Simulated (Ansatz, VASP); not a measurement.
**One calculation of Mg3S2, two programs**

```
Mg S
1.0
     3.69512    0.00000    0.00000
    -1.84756    3.20007    0.00000
     0.00000    0.00000   17.73582
Mg S
6 4
Direct
  0.33333 0.66667 0.83009
  0.66667 0.33333 0.33009
  0.66667 0.33333 0.16991
  0.33333 0.66667 0.66991
  0.00000 0.00000 0.00000
  0.00000 0.00000 0.50000
  0.66667 0.33333 0.91442
  0.33333 0.66667 0.41442
  0.66667 0.33333 0.58558
  0.33333 0.66667 0.08558
```

Alike in both runs: functional PBE; k mesh 12 × 12 × 2; no spin polarisation.

Ansatz relaxed the structure, and its values are those at the end. VASP's run is a single point on that final structure, the one shown.

|  | VASP | Ansatz |
| --- | --- | --- |
| version | VASP 6.6.1 | Ansatz 0.2.0 |
| potentials or method | VASP PAW PBE potentials, release 64 (Mg, S), cutoff 520 eV | scalar-relativistic, plane waves, PAW |
| occupations | gaussian, width 0.01 eV | fixed |
| valence electrons in the cell | 36 | 84 |

VASP gave:

```
gap on the k mesh at the Fermi level (eV) : 0.35
least direct gap on the mesh (eV)         : 0.43
pressure (GPa)                            : -0.2
```

**Question.** Which values does Ansatz return?

**Answer.** gap on the k mesh at the Fermi level (eV): 0.35; least direct gap on the mesh (eV): 0.43; pressure (GPa): 0.0.

VASP's potentials hold 36 valence electrons a cell and Ansatz's 84, so a difference there can come from the potentials and not from the codes.
